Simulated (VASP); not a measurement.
Bi:

```
Bi
1.0
     2.28252    1.31781    3.96408
    -2.28252    1.31781    3.96408
     0.00000   -2.63562    3.96408
Bi
2
Direct
  0.76600 0.76600 0.76600
  0.23400 0.23400 0.23400
```

This cell differs from its parent crystal: volume scaled by 1.02.

Base run:

```yaml
Program: VASP 6.6.1
Functional: LDA
Potentials_or_basis: VASP PAW LDA potentials, release 64 (Bi_d)
Cutoff: 520 eV
k_mesh: 7 × 7 × 7
Occupations: fermi-dirac, width 0.05 eV
Spin: no spin polarisation
```

Its results: band gap on the k mesh 0.26 eV, indirect (least direct gap 0.51 eV); pressure -2.4 GPa; largest force 0.018 eV/Å.

**Question.** The run is repeated on the same cell with these changes: functional from LDA to PBE; potentials or basis from VASP PAW LDA potentials, release 64 (Bi_d) to VASP PAW PBE potentials, release 64 (Bi_d). What comes out?

**Answer.** Band gap on the k mesh 0.26 eV, indirect (least direct gap 0.52 eV); pressure 1.0 GPa; largest force 0.115 eV/Å.

Caveats: spin-orbit coupling is left out, which moves the levels of the heavy elements.

A k mesh can miss the band edges.
